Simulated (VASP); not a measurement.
# GaSb (F-43m) in VASP: phonons with PBEsol+D3(BJ)

Aim: the phonons of GaSb with PBEsol+D3(BJ).

Everything below comes from runs of VASP 6.6.1. Logs are shortened: lines on timing, memory, paths and dates and some standing lists are left out, and cuts for length are marked.

## (1) The cell of the first run

Symmetry: F-43m, No. 216, cubic system. The conventional cell has a = 6.118 Å, b = 6.118 Å, c = 6.118 Å, α = 90.00°, β = 90.00°, γ = 90.00°. Within 3.5 Å of Ga (site symmetry -43m) lie 4 Sb at 2.65 Å. Sb (site symmetry -43m) has 4 Ga at 2.65 Å within 3.5 Å.

## (2) Phonons, PBEsol+D3(BJ)

Input file INCAR:

```
PREC = Accurate ; ENCUT = 500
EDIFF = 1E-8 ; ISMEAR = 0
SIGMA = 0.01 ; LREAL = False
LASPH = True ; NELM = 120
ALGO = Normal ; ISIF = 2
LWAVE = False ; LCHARG = False
GGA = PS ; IVDW = 12
IBRION = 6 ; NFREE = 2
POTIM = 0.015 ; NSW = 1
GGA_COMPAT = False
```

Input file KPOINTS:

```
Automatic mesh
0
Gamma
  6 6 6
```

Input file POSCAR:

```
GaSb
1.0
    0.0000000000      3.0590000000      3.0590000000
    3.0590000000      0.0000000000      3.0590000000
    3.0590000000      3.0590000000      0.0000000000
Ga Sb
1 1
Direct
    0.0000000000      0.0000000000      0.0000000000
    0.2500000000      0.2500000000      0.2500000000
```

Potentials or basis: VASP PAW PBE potentials, release 64 (Ga_d, Sb).

On the command line:

```console
> cat potpaw_PBE.64/Ga_d/POTCAR potpaw_PBE.64/Sb/POTCAR > POTCAR
> mpirun -np 1 vasp_std > vasp.out
```

OUTCAR:

```text
PREC = Accurate
   ENCUT = 500
   EDIFF = 1E-8
   ISMEAR = 0
   LREAL = False
   LASPH = True
   NELM = 120
   ISIF = 2
   GGA = PS
   IVDW = 12
   IBRION = 6
   NFREE = 2
   POTIM = 0.015
   NSW = 1
 IVDW          = 12

 ion  position               nearest neighbor table
   1  0.000  0.000  0.000-   2 2.65   2 2.65   2 2.65   2 2.65
   2  0.250  0.250  0.250-   1 2.65   1 2.65   1 2.65   1 2.65

  LATTYP: Found a face centered cubic cell.
 ALAT       =     6.1180000000

  Lattice vectors:

 A1 = (   0.0000000000,   3.0590000000,   3.0590000000)
 A2 = (   3.0590000000,   0.0000000000,   3.0590000000)
 A3 = (   3.0590000000,   3.0590000000,   0.0000000000)

Analysis of symmetry for initial positions (statically):
=====================================================================
 Subroutine PRICEL returns:
 Original cell was already a primitive cell.

 Routine SETGRP: Setting up the symmetry group for a
 face centered cubic supercell.

 Subroutine GETGRP returns: Found 24 space group operations
 (whereof 24 operations were pure point group operations)
 out of a pool of 48 trial point group operations.

The static configuration has the point symmetry T_d .

Analysis of symmetry for dynamics (positions and initial velocities):
=====================================================================
 Subroutine PRICEL returns:
 Original cell was already a primitive cell.

 Routine SETGRP: Setting up the symmetry group for a
 face centered cubic supercell.

 Subroutine GETGRP returns: Found 24 space group operations
 (whereof 24 operations were pure point group operations)
 out of a pool of 48 trial point group operations.

The dynamic configuration has the point symmetry T_d .

 Subroutine INISYM returns: Found 24 space group operations
 (whereof 24 operations are pure point group operations),
 and found     1 'primitive' translations

----------------------------------------------------------------------------------------

                                     Primitive cell

  volume of cell :      57.2491

  direct lattice vectors                    reciprocal lattice vectors
     0.000000000  3.059000000  3.059000000    -0.163452109  0.163452109  0.163452109
     3.059000000  0.000000000  3.059000000     0.163452109 -0.163452109  0.163452109
     3.059000000  3.059000000  0.000000000     0.163452109  0.163452109 -0.163452109

  length of vectors
     4.326079287  4.326079287  4.326079287     0.283107357  0.283107357  0.283107357

  position of ions in fractional coordinates (direct lattice)
     0.000000000  0.000000000  0.000000000
     0.250000000  0.250000000  0.250000000

  ion indices of the primitive-cell ions
   primitive index   ion index
                 1           1
                 2           2

----------------------------------------------------------------------------------------

 KPOINTS: Automatic mesh

Automatic generation of k-mesh.
 Grid dimensions read from file:
 generate k-points for:    6    6    6

 Generating k-lattice:

  Cartesian coordinates                     Fractional coordinates (reciprocal lattice)
    -0.027242018  0.027242018  0.027242018     0.166666667  0.000000000  0.000000000
     0.027242018 -0.027242018  0.027242018     0.000000000  0.166666667  0.000000000
     0.027242018  0.027242018 -0.027242018     0.000000000  0.000000000  0.166666667

  Length of vectors
     0.047184559  0.047184559  0.047184559

  Shift w.r.t. Gamma in fractional coordinates (k-lattice)
     0.000000000  0.000000000  0.000000000

 Subroutine IBZKPT returns following result:
 ===========================================

 Found     16 irreducible k-points:

 Following reciprocal coordinates:
            Coordinates               Weight
  0.000000  0.000000  0.000000      1.000000
  0.166667  0.000000  0.000000      8.000000
  0.333333  0.000000  0.000000      8.000000
  0.500000  0.000000  0.000000      4.000000
  0.166667  0.166667  0.000000      6.000000
  0.333333  0.166667  0.000000     24.000000
[... 8 lines left out ...]
 -0.333333  0.333333  0.166667     24.000000
 -0.333333  0.500000  0.166667     12.000000
   k-points           NKPTS =     16   k-points in BZ     NKDIM =     16   number of bands    NBANDS=     13
   number of dos      NEDOS =    301   number of ions     NIONS =      2
   total plane-waves  NPLWV =  32768
   dimension x,y,z NGX =    32 NGY =   32 NGZ =   32
   dimension x,y,z NGXF=    64 NGYF=   64 NGZF=   64
   ions per type =               1   1
   NGX,Y,Z   is equivalent  to a cutoff of  12.30, 12.30, 12.30 a.u.
   NGXF,Y,Z  is equivalent  to a cutoff of  24.59, 24.59, 24.59 a.u.
 SYSTEM =  unknown system
   PREC   = accura    normal or accurate (medium, high low for compatibility)
   ISTART =      0    job   : 0-new  1-cont  2-samecut
   ICHARG =      2    charge: 1-file 2-atom 10-const
   ISPIN  =      1    spin polarized calculation?
   LNONCOLLINEAR =      F non collinear calculations
   LSORBIT =      F    spin-orbit coupling
   LASPH  =      T    aspherical Exc in radial PAW
   ENCUT  =  500.0 eV  36.75 Ry    6.06 a.u.   7.89  7.89  7.89*2*pi/ulx,y,z
   NELM   =    120;   NELMIN=  2; NELMDL= -5     # of ELM steps
   EDIFF  = 0.1E-07   stopping-criterion for ELM
   LREAL  =      F    real-space projection
   EDIFFG = 0.1E-06   stopping-criterion for IOM
   NSW    =     61    number of steps for IOM
   IBRION =      6    ionic relax: 0-MD 1-quasi-New 2-CG
   NFREE  =      2    steps in history (QN), initial steepest desc. (CG)
   ISIF   =      2    stress and relaxation
   ISYM   =      2    0-nonsym 1-usesym 2-fastsym
   POTIM  = 0.0150    time-step for ionic-motion
   TEBEG  =    0.0;   TEEND  =   0.0 temperature during run
   PSTRESS=    0.0 pullay stress
   NELECT =      18.0000    total number of electrons
   NUPDOWN=      -1.0000    fix difference up-down
   EMIN   =  10.00;   EMAX   =-10.00  energy-range for DOS
   EFERMI =   0.00;   METHOD = LEGACY
   ISMEAR =     0;   SIGMA  =   0.01  broadening in eV -4-tet -1-fermi 0-gaus
   EFERMI_NEDOS =   21; number of points for ismear=-14 and -15
   IALGO  =     38    algorithm
   IMIX   =      4    mixing-type and parameters
     AMIX     =   0.40;   BMIX     =  1.00
     AMIX_MAG =   1.60;   BMIX_MAG =  1.00
  volume/ion in A,a.u.               =      28.62       193.17
  Fermi-wavevector in a.u.,A,eV,Ry     =   1.113208  2.103657 16.860766  1.239231
  Thomas-Fermi vector in A             =   2.249790
   LORBIT       =      0    0 simple, 1 ext, 2 COOP (PROOUT), +10 PAW based schemes
   GGA     = PS    functional components
   LHFCALC =     F    Hartree Fock is set to
   AEXX    =    0.0000 exact exchange contribution
   IVDW    =    12    specifies the selected vdW correction
   LEPSILON=     F    determine dielectric tensor
   LRPA    =     F    only Hartree local field effects (RPA)
 finite differences with symmetry
 non-spin polarized calculation
 Gauss-broadening in eV      SIGMA  =   0.01
  energy-cutoff  :      500.00
  volume of cell :       57.25
 maximum number of plane-waves:      1464
   NGX = 15   NGY = 15   NGZ = 15

--------------------------------------- Ionic step        1  -------------------------------------------

 number of electron      17.9999986 magnetization

 Free energy of the ion-electron system (eV)
  ---------------------------------------------------
  ext. energy  EPLUGINS =         0.00000000
  ---------------------------------------------------
  free energy    TOTEN  =        -8.12169263 eV

  energy without entropy =       -8.12161795  energy(sigma->0) =       -8.12165529

------------------------ aborting loop because EDIFF is reached ----------------------------------------

 Edisp (eV)   -0.64776

 E8    (eV) :    -0.4473
[... 151 lines left out ...]
--------------------------------------- Ionic step        5  -------------------------------------------

 number of electron      17.9999986 magnetization

 Free energy of the ion-electron system (eV)
  ---------------------------------------------------
  ext. energy  EPLUGINS =         0.00000000
  ---------------------------------------------------
  free energy    TOTEN  =        -8.12111814 eV

  energy without entropy =       -8.12111684  energy(sigma->0) =       -8.12111749

 E-fermi :   4.7618     XC(G=0):  -9.2617

 val. band max:        4.7425342170   @ k =   0.0000   0.0000   0.0000
 cond. band min:       4.7809981046   @ k =   0.0000   0.0000   0.0000
 fundamental gap:      0.0384638876
 Fermi energy:         4.7617662976

 k-point     1 :       0.0000    0.0000    0.0000
  band No.  band energies     occupation
      1     -10.2639      2.00000
      2     -10.2633      2.00000
      3     -10.2627      2.00000
      4     -10.2132      2.00000
      5     -10.2131      2.00000
      6      -6.7650      2.00000
      7       4.6961      2.00000
      8       4.7268      2.00000
      9       4.7425      1.99347
     10       4.7810      0.00653
     11       7.4587      0.00000
     12       7.4915      0.00000
     13       7.5264      0.00000
[... 354 lines left out ...]
  band No.  band energies     occupation
      1     -10.2947      2.00000
      2     -10.2500      2.00000
      3     -10.2492      2.00000
      4     -10.2159      2.00000
      5     -10.2122      2.00000
      6      -5.0071      2.00000
      7      -1.4604      2.00000
      8       2.1484      2.00000
      9       3.0860      2.00000
     10       6.3510      0.00000
     11       8.3377      0.00000
     12       9.5108      0.00000
     13      10.6498      0.00000

 [... further k-points ...]

------------------------ aborting loop because EDIFF is reached ----------------------------------------

 Edisp (eV)   -0.64776

 E8    (eV) :    -0.4473
[... 25 lines left out ...]
  FREE ENERGIE OF THE ION-ELECTRON SYSTEM (eV)
  ---------------------------------------------------
  free  energy   TOTEN  =        -8.7688764159 eV

  energy  without entropy=       -8.7688751225  energy(sigma->0) =       -8.76887577

 INTERNAL STRAIN TENSORS FROM DISPLACED ATOMS
 ============================================

 INTERNAL STRAIN TENSOR FOR ION    1 for displacements in x,y,z  (eV/Angst):
          X           Y           Z          XY          YZ          ZX
  --------------------------------------------------------------------------------
  x     0.00000     0.00000     0.00000     0.00000     7.71229     0.00000
  y     0.00000     0.00000     0.00000     0.00000     0.00000     7.71229
  z     0.00000     0.00000     0.00000     7.71229     0.00000     0.00000

 INTERNAL STRAIN TENSOR FOR ION    2 for displacements in x,y,z  (eV/Angst):
          X           Y           Z          XY          YZ          ZX
  --------------------------------------------------------------------------------
  x     0.00000     0.00000    -0.00000     0.00000    -7.70538     0.00000
  y    -0.00000     0.00000     0.00000     0.00000     0.00000    -7.70538
  z     0.00000    -0.00000     0.00000    -7.70538     0.00000     0.00000

 Eigenvectors and eigenvalues of the dynamical matrix
 ----------------------------------------------------

   1 f  =    5.843499 THz    36.715788 2PiTHz  194.918153 cm-1    24.166760 meV
             X         Y         Z           dx          dy          dz
      0.000000  0.000000  0.000000    -0.796937    0.000000    0.000000
      1.529500  1.529500  1.529500     0.604063    0.000000    0.000000
[... 21 lines left out ...]
   6 f/i=    0.004563 THz     0.028672 2PiTHz    0.152214 cm-1     0.018872 meV
             X         Y         Z           dx          dy          dz
      0.000000  0.000000  0.000000     0.087300    0.597721    0.000000
      1.529500  1.529500  1.529500     0.115175    0.788570    0.000000

 ELASTIC MODULI CONTR FROM IONIC RELAXATION (kBar)
 Direction    XX          YY          ZZ          XY          YZ          ZX
 --------------------------------------------------------------------------------
 XX          -0.0000     -0.0000      0.0000      0.0000      0.0000     -0.0000
 YY          -0.0000     -0.0000      0.0000     -0.0000      0.0000      0.0000
 ZZ           0.0000      0.0000     -0.0000      0.0000     -0.0000      0.0000
 XY           0.0000     -0.0000      0.0000   -268.3772     -0.0000     -0.0000
 YZ           0.0000      0.0000     -0.0000     -0.0000   -268.3772     -0.0000
 ZX          -0.0000      0.0000      0.0000     -0.0000     -0.0000   -268.3772
 --------------------------------------------------------------------------------
```

Wall time 97 s (1 thread of Intel Xeon 8259CL, shared host); peak memory 0.23 GiB.

What came out:

| Property | Result |
| --- | --- |
| Highest phonon frequency at Γ, LO-TO splitting left out | 195 cm⁻¹ |
| Dispersion energy per atom | -0.324 eV |

Phonon frequencies in cm⁻¹ (negative: imaginary):
```csv
q point,frequencies
"(0.000, 0.000, 0.000)",0 0 0 195 195 195
```

Caveat: the cell wasn't relaxed at this level first, which shifts response properties; spin-orbit coupling is left out, which moves the levels of the heavy elements.
